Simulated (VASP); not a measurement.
Write the native input for VASP 6.6.1 that does the following.

| Property | Result |
| --- | --- |
| Task | single point |
| Functional | LDA |
| Potentials or basis | VASP PAW LDA potentials, release 64 (Al) |
| Cutoff | 520 eV |
| k mesh | 18 × 18 × 10 |
| Occupations | gaussian, width 0.15 eV |
| Spin | no spin polarisation |
| Dipole correction | no |
| Further INCAR settings | ALGO = Fast; EDIFF = 1e-06; NBANDS = 10 |

The structure of Al lies in POSCAR:

```
Al
1.0
    2.8024648109      0.0000000000      0.0000000000
   -1.4012324054      2.4270057195      0.0000000000
    0.0000000000      0.0000000000      4.5925000000
Al
2
Direct
    0.6666666667      0.3333333333      0.7500000000
    0.3333333333      0.6666666667      0.2500000000
```

This isn't the form of Al at room conditions, which is fcc.

These files were run (other wordings do the same):

INCAR

```
SYSTEM = Al
PREC     = Accurate       ! precision mode
ENCUT    = 520            ! plane-wave cutoff, eV
EDIFF    = 1E-6           ! SCF threshold, eV
ISMEAR   = 0              ! smearing method
SIGMA    = 0.15           ! smearing width, eV
LREAL    = .False.        ! projectors in reciprocal space
LASPH    = .True.         ! aspherical terms in the spheres
NELM     = 100            ! most SCF steps
ALGO     = Fast           ! electronic algorithm
ISIF     = 2              ! what is computed and relaxed
LWAVE    = .False.        ! write WAVECAR
LCHARG   = .False.        ! write CHGCAR
NBANDS   = 10             ! bands
```

KPOINTS

```
regular mesh
0
Gamma
  18 18 10
  0 0 0
```

Potentials or basis: VASP PAW LDA potentials, release 64 (Al).

The run is started by

```sh
$ cat potpaw_LDA.64/Al/POTCAR > POTCAR
$ mpirun -np 1 vasp_std > vasp.out
```

Results of the run:

```yaml
Pressure: 1.8 GPa
Band_gap_on_the_k_mesh: zero (bands 3 and 4 overlap by 7.49 eV)
```

Wall time 50 s on 1 thread of Intel Xeon 8259CL, with other jobs on the host, peak memory 0.17 GiB.
